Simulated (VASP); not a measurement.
# FePt (Pm-3m) in VASP: notebook, part 2 of 3

VASP 6.6.1. Earlier steps stand in the parts before.

## (4) Relaxation of cell and atoms, PBE

Contents of INCAR:

```
PREC = Accurate
ENCUT = 600
EDIFF = 1E-6
ISMEAR = 0
SIGMA = 0.1
LREAL = False
LASPH = True
NELM = 100
ALGO = Fast
ISIF = 3
LWAVE = False
LCHARG = False
GGA = PE
IBRION = 2
NSW = 80
EDIFFG = -0.01
```

Contents of KPOINTS:

```
Automatic mesh
0
Gamma
  14 14 14
```

Contents of POSCAR:

```
FePt
1.0
    3.0592809269      0.0000000000      0.0000000000
    0.0000000000      3.0592809269      0.0000000000
    0.0000000000      0.0000000000      3.0592809269
Fe Pt
1 1
Direct
    0.0000000000      0.0000000000      0.0000000000
    0.5000000000      0.5000000000      0.5000000000
```

Potentials or basis: VASP PAW PBE potentials, release 64 (Fe, Pt).

Launch:

```sh
$ cat potpaw_PBE.64/Fe/POTCAR potpaw_PBE.64/Pt/POTCAR > POTCAR
$ mpirun -np 1 vasp_std > vasp.out
```

OUTCAR:

```text
PREC = Accurate
   ENCUT = 600
   EDIFF = 1E-6
   ISMEAR = 0
   LREAL = False
   LASPH = True
   NELM = 100
   ISIF = 3
   GGA = PE
   IBRION = 2
   NSW = 80
   EDIFFG = -0.01

 ion  position               nearest neighbor table
   1  0.000  0.000  0.000-   2 2.65   2 2.65   2 2.65   2 2.65   2 2.65   2 2.65   2 2.65   2 2.65

   2  0.500  0.500  0.500-   1 2.65   1 2.65   1 2.65   1 2.65   1 2.65   1 2.65   1 2.65   1 2.65

  LATTYP: Found a simple cubic cell.
 ALAT       =     3.0592809269

  Lattice vectors:

 A1 = (   3.0592809269,   0.0000000000,   0.0000000000)
 A2 = (   0.0000000000,   3.0592809269,   0.0000000000)
 A3 = (   0.0000000000,   0.0000000000,   3.0592809269)

Analysis of symmetry for initial positions (statically):
=====================================================================
 Subroutine PRICEL returns:
 Original cell was already a primitive cell.

 Routine SETGRP: Setting up the symmetry group for a
 simple cubic supercell.

 Subroutine GETGRP returns: Found 48 space group operations
 (whereof 48 operations were pure point group operations)
 out of a pool of 48 trial point group operations.

The static configuration has the point symmetry O_h .

Analysis of symmetry for dynamics (positions and initial velocities):
=====================================================================
 Subroutine PRICEL returns:
 Original cell was already a primitive cell.

 Routine SETGRP: Setting up the symmetry group for a
 simple cubic supercell.

 Subroutine GETGRP returns: Found 48 space group operations
 (whereof 48 operations were pure point group operations)
 out of a pool of 48 trial point group operations.

The dynamic configuration has the point symmetry O_h .

 Subroutine INISYM returns: Found 48 space group operations
 (whereof 48 operations are pure point group operations),
 and found     1 'primitive' translations

----------------------------------------------------------------------------------------
[... 127 lines left out ...]
 Gauss-broadening in eV      SIGMA  =   0.10
  energy-cutoff  :      600.00
  volume of cell :       28.63
 maximum number of plane-waves:       972
   NGX = 13   NGY = 13   NGZ = 13

--------------------------------------- Ionic step        1  -------------------------------------------

 number of electron      17.9999990 magnetization

 Free energy of the ion-electron system (eV)
  ---------------------------------------------------
  ext. energy  EPLUGINS =         0.00000000
  ---------------------------------------------------
  free energy    TOTEN  =       -13.50451883 eV

  energy without entropy =      -13.47696618  energy(sigma->0) =      -13.49074251

------------------------ aborting loop because EDIFF is reached ----------------------------------------

  FORCE on cell =-STRESS in cart. coord.  units (eV):
  Direction    XX          YY          ZZ          XY          YZ          ZX
  --------------------------------------------------------------------------------------
  -------------------------------------------------------------------------------------
  Total       -2.6547862     -2.6547862     -2.6547862     -0.0000000      0.0000000     -0.0000000
  in kB     -148.5532137   -148.5532137   -148.5532137     -0.0000000      0.0000000     -0.0000000
  external PRESSURE =    -148.5532137 kB  Pullay stress =       0.0000000 kB
[... 23 lines left out ...]
--------------------------------------- Ionic step        2  -------------------------------------------

 number of electron      17.9999999 magnetization

 E-fermi :  10.8914     XC(G=0): -14.0481

 val. band max:       10.8912515832   @ k =   0.5000   0.2857   0.1429
 cond. band min:      10.8915329238   @ k =   0.4286   0.4286   0.2857
 fundamental gap:      0.0002813405
 Fermi energy:        10.8914350290

 k-point     1 :       0.0000    0.0000    0.0000
  band No.  band energies     occupation
      1       0.3143      2.00000
      2       3.8383      2.00000
      3       3.8383      2.00000
      4       7.6550      2.00000
      5       7.6550      2.00000
      6       7.6550      2.00000
      7      10.5431      2.00000
      8      10.5431      2.00000
      9      11.9358      0.00000
     10      11.9358      0.00000
     11      11.9358      0.00000
     12      19.9794      0.00000
     13      19.9794      0.00000
[... 547 lines left out ...]
--------------------------------------- Ionic step        7  -------------------------------------------

 number of electron      18.0000012 magnetization

 Free energy of the ion-electron system (eV)
  ---------------------------------------------------
  ext. energy  EPLUGINS =         0.00000000
  ---------------------------------------------------
  free energy    TOTEN  =       -13.60689820 eV

  energy without entropy =      -13.58246998  energy(sigma->0) =      -13.59468409

 E-fermi :   8.9010     XC(G=0): -13.3081

 val. band max:        8.8959002265   @ k =   0.4286   0.2143   0.0000
 cond. band min:       8.9091054629   @ k =   0.2857   0.0714   0.0000
 fundamental gap:      0.0132052364
 Fermi energy:         8.9010081784

 k-point     1 :       0.0000    0.0000    0.0000
  band No.  band energies     occupation
      1      -0.5630      2.00000
      2       3.0376      2.00000
      3       3.0376      2.00000
      4       6.1633      2.00000
      5       6.1633      2.00000
      6       6.1633      2.00000
      7       8.6295      1.99988
      8       8.6295      1.99988
      9       9.7400      0.00000
     10       9.7400      0.00000
     11       9.7400      0.00000
     12      17.4253      0.00000
     13      17.4253      0.00000
[... 397 lines left out ...]
  FREE ENERGIE OF THE ION-ELECTRON SYSTEM (eV)
  ---------------------------------------------------
  free  energy   TOTEN  =       -13.6068982025 eV

  energy  without entropy=      -13.5824699820  energy(sigma->0) =      -13.59468409

 reached required accuracy - stopping structural energy minimisation
```

OSZICAR:

```text
N       E                     dE             d eps       ncg     rms          rms(c)
DAV:   1     0.110530788722E+03    0.11053E+03   -0.98823E+03  3144   0.175E+03
DAV:   2    -0.880656013809E+01   -0.11934E+03   -0.11022E+03  3245   0.304E+02
DAV:   3    -0.152920337139E+02   -0.64855E+01   -0.56446E+01  3741   0.774E+01
[... 81 lines left out ...]
RMM:   4    -0.136069331573E+02    0.12907E-02   -0.10428E-03  3120   0.529E-01    0.768E-02
RMM:   5    -0.136068970357E+02    0.36122E-04   -0.16892E-04  3129   0.162E-01    0.321E-02
RMM:   6    -0.136068987909E+02   -0.17552E-05   -0.55608E-05  3153   0.891E-02    0.111E-02
RMM:   7    -0.136068979883E+02    0.80261E-06   -0.15794E-05  3081   0.645E-02    0.441E-03
RMM:   8    -0.136068982025E+02   -0.21420E-06   -0.38474E-06  2163   0.169E-02
   7 F= -.13606898E+02 E0= -.13594684E+02  d E =-.248030E-04
```

CONTCAR:

```text
FePt
   1.00000000000000
     2.9847050008751332    0.0000000000000000   -0.0000000000000000
    -0.0000000000000000    2.9847050008751332    0.0000000000000000
    -0.0000000000000000    0.0000000000000000    2.9847050008751332
  Fe              Pt
     1     1
Direct
     0.0000000000000000    1.0000000000000000    0.0000000000000000
     0.5000000000000000    0.5000000000000000    0.5000000000000000

  0.00000000E+00  0.00000000E+00  0.00000000E+00
  0.00000000E+00  0.00000000E+00  0.00000000E+00
```

It took 73 s on 1 thread of Intel Xeon 6975P-C (Granite Rapids), shared host; peak memory 0.2 GiB.

What came out:

| Property | Result |
| --- | --- |
| Free energy | -13.6069 eV |
| Relaxed volume | 13.29 Å³/atom |
| Relaxed cell | a = 2.985 Å, b = 2.985 Å, c = 2.985 Å, α = 90.00°, β = 90.00°, γ = 90.00° |
| Space group after relaxing (to 0.05 Å) | Pm-3m (No. 221) |
| Energy gained by relaxing | 51.2 meV/atom |
| Ionic steps | 7 |
| Pressure after relaxing | 0.0 GPa |
| Band gap on the k mesh | zero (band 9 reaches 9.74 eV, above the bottom of band 10 at 8.51 eV) |

The path:
```
step  energy change (eV)  largest force (eV/Å)  pressure (GPa)  volume (Å³)
   1              0.0000                0.0000          -14.86        28.63
   2              0.2502                0.0000           41.21        23.48
   3             -0.1022                0.0000           -0.66        26.66
   4             -0.1024                0.0000           -0.15        26.60
   5             -0.1024                0.0000            0.46        26.56
   6             -0.1021                0.0000           -0.86        26.68
   7             -0.1024                0.0000            0.02        26.59
```

Final structure:
```
CELL_PARAMETERS angstrom
2.98470 0.00000 0.00000
0.00000 2.98470 0.00000
0.00000 0.00000 2.98470
ATOMIC_POSITIONS crystal
Fe 0.00000 0.00000 0.00000
Pt 0.50000 0.50000 0.50000
```

Caveat: spin-orbit coupling is left out, which moves the levels of the heavy elements. Spin polarisation is off, so any magnetic state and its effect on volume and gap are missing.

## (5) Single point, PBE, collinear spin, ferromagnetic start

Contents of INCAR:

```
PREC = Accurate
ENCUT = 520
EDIFF = 1E-6
ISMEAR = 0
SIGMA = 0.1
LREAL = False
LASPH = True
NELM = 150
ALGO = Normal
ISIF = 2
LWAVE = False
LCHARG = True
ISPIN = 2
MAGMOM = 3 0
LORBIT = 11
LMAXMIX = 4
GGA = PE
LELF = True
LVHAR = True
NBANDS = 20
```

KPOINTS is that of step 4.

POSCAR is that of step 4.

Launch:

```sh
$ cat potpaw_PBE.64/Fe/POTCAR potpaw_PBE.64/Pt/POTCAR > POTCAR
$ mpirun -np 1 vasp_std > vasp.out
```

Run time: 46 s. Hardware: 1 thread of Intel Xeon 6975P-C (Granite Rapids), shared host; peak memory 0.23 GiB.

The run converged. Its results:

- Free energy: -14.4719 eV
- Pressure: -0.5 GPa
- Net moment: 3.45 μB per cell
- Site moments: Fe +3.04; Pt +0.35 μB
- Valence electrons inside the program's atomic spheres: Fe 6.94; Pt 9.32

Levels at points of the mesh, in eV from the Fermi level:
Spin up:
| k point | band 7 | band 8 | band 9 | band 10 | band 11 | band 12 | band 13 | band 14 | band 15 | band 16 |
| --- | --- | --- | --- | --- | --- | --- | --- | --- | --- | --- |
| (0.00, 0.00, 0.00) | -2.11 | -2.11 | -0.70 | -0.70 | -0.70 | 7.51 | 7.51 | 7.51 | 14.47 | 15.55 |
| (0.50, 0.00, 0.00) | -2.88 | -2.88 | -2.40 | -1.96 | -1.43 | -0.11 | 13.03 | 14.14 | 14.14 | 14.93 |
| (0.50, 0.50, 0.00) | -1.83 | -0.97 | -0.47 | -0.47 | -0.36 | -0.36 | 4.25 | 7.30 | 14.23 | 14.23 |
| (0.50, 0.50, 0.50) | -2.31 | -2.31 | -0.89 | -0.89 | 5.96 | 6.30 | 6.62 | 6.62 | 6.62 | 9.28 |
Spin down:
| k point | band 3 | band 4 | band 5 | band 6 | band 7 | band 8 | band 9 | band 10 | band 11 | band 12 |
| --- | --- | --- | --- | --- | --- | --- | --- | --- | --- | --- |
| (0.00, 0.00, 0.00) | -5.38 | -2.46 | -2.46 | -2.46 | 0.61 | 0.61 | 1.26 | 1.26 | 1.26 | 7.80 |
| (0.50, 0.00, 0.00) | -4.14 | -3.01 | -3.01 | -1.68 | -0.80 | -0.39 | -0.39 | 0.15 | 0.31 | 1.69 |
| (0.50, 0.50, 0.00) | -3.78 | -3.78 | -0.68 | -0.42 | -0.16 | -0.16 | 0.80 | 1.32 | 1.59 | 1.59 |
| (0.50, 0.50, 0.50) | -4.89 | -1.79 | -1.79 | -1.79 | -0.60 | -0.60 | 1.35 | 1.36 | 6.04 | 7.37 |

Caveat: spin-orbit coupling is left out, which moves the levels of the heavy elements.

[end of part 2 of 3]
